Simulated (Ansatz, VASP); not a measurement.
**One calculation of Ge, two programs**

```xyz
2
Lattice="0.0000 2.8368 2.8368 2.8368 0.0000 2.8368 2.8368 2.8368 0.0000" Properties=species:S:1:pos:R:3 pbc="T T T"
Ge    0.0000    0.0000    0.0000
Ge    1.4184    1.4184    1.4184
```

Alike in both runs: functional r2SCAN; k mesh 12 × 12 × 12; occupations gaussian, width 0.02 eV; no spin polarisation.

Ansatz relaxed the structure, and its values are those at the end. VASP's run is a single point on that final structure, the one shown.

```csv
,VASP,Ansatz
version,VASP 6.6.1,Ansatz 0.2.0
potentials or method,"VASP PAW PBE potentials, release 64 (Ge_d), cutoff 520 eV","scalar-relativistic, plane waves, PAW"
valence electrons in the cell,28,28
```

Ansatz gave:

| Item | Value |
| --- | --- |
| gap on the k mesh at the Fermi level (eV) | 0.36 |
| least direct gap on the mesh (eV) | 0.36 |
| pressure (GPa) | 0.1 |

**Question.** Which values does VASP return?

**Answer.** gap on the k mesh at the Fermi level (eV): 0.32; least direct gap on the mesh (eV): 0.32; pressure (GPa): 0.1.

VASP's potentials were made for PBE, not for r2SCAN. The functional is the same, so the differences come from potentials, cutoffs and numerics.
